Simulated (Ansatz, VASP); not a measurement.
One calculation of LiCl, two programs

```
Li Cl
1.0
     0.00000    2.52629    2.52629
     2.52629    0.00000    2.52629
     2.52629    2.52629    0.00000
Li Cl
1 1
Direct
  0.00000 0.00000 0.00000
  0.50000 0.50000 0.50000
```

Change from the starting cell: strain -0.015 along x and y, -0.015 along z, atoms carried along.

Alike in both runs: task single point; functional r2SCAN; k mesh 8 × 8 × 8; occupations gaussian, width 0.05 eV; no spin polarisation.

|  | VASP | Ansatz |
| --- | --- | --- |
| version | VASP 6.6.1 | Ansatz 0.2.0 |
| potentials or method | VASP PAW PBE potentials, release 64 (Li_sv, Cl), cutoff 520 eV | scalar-relativistic, plane waves, PAW |
| valence electrons in the cell | 10 | 10 |

VASP gave:

| Quantity | Value |
| --- | --- |
| gap on the k mesh at the Fermi level (eV) | 7.59 |
| least direct gap on the mesh (eV) | 7.60 |

Q: Which values does Ansatz return?

A: gap on the k mesh at the Fermi level (eV): 7.52; least direct gap on the mesh (eV): 7.52.

VASP's potentials were made for PBE, not for r2SCAN.

Noted on VASP's run: the cutoff is under 1.25 times that of the potentials, so the pressure is a little rough.
